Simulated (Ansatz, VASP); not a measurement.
P4Ir: VASP beside Ansatz

```
P Ir
1.0
     4.58500    0.00000    0.00000
     0.00000    4.58500    0.00000
     0.00000    0.00000    4.58500
P Ir
4 1
Direct
  0.00000 0.00000 0.00000
  0.50000 0.50000 0.00000
  0.50000 0.00000 0.50000
  0.00000 0.50000 0.50000
  0.50000 0.50000 0.50000
```

Change from the starting cell: species swapped into the Mn4N type (Pm-3m, No. 221).

Alike in both runs: task relaxation of cell and atoms; functional PBE; k mesh 8 × 8 × 8; occupations gaussian, width 0.1 eV; no spin polarisation.

|  | VASP | Ansatz |
| --- | --- | --- |
| version | VASP 6.6.1 | Ansatz 0.2.0 |
| potentials or method | VASP PAW PBE potentials, release 64 (P, Ir), cutoff 600 eV | scalar-relativistic, plane waves, PAW |
| valence electrons in the cell | 29 | 37 |

Ansatz gave:

- gap on the k mesh at the Fermi level, each at its own relaxed structure (eV): none
- relaxed volume (Å³/atom): 19.36
- relaxed cell length with the largest relative difference (Å): 4.592

**Question.** Which values does VASP return?

**Answer.** gap on the k mesh at the Fermi level, each at its own relaxed structure (eV): none; relaxed volume (Å³/atom): 19.43; relaxed cell length with the largest relative difference (Å): 4.597.

A gap of «none» marks a metal or a gap that the smearing closes. VASP's potentials hold 29 valence electrons a cell and Ansatz's 37, so a difference there can come from the potentials and not from the codes.

Neither program's run includes spin-orbit coupling. Noted on VASP's run: too few bands were computed for a metal, which touches its energy and stress.
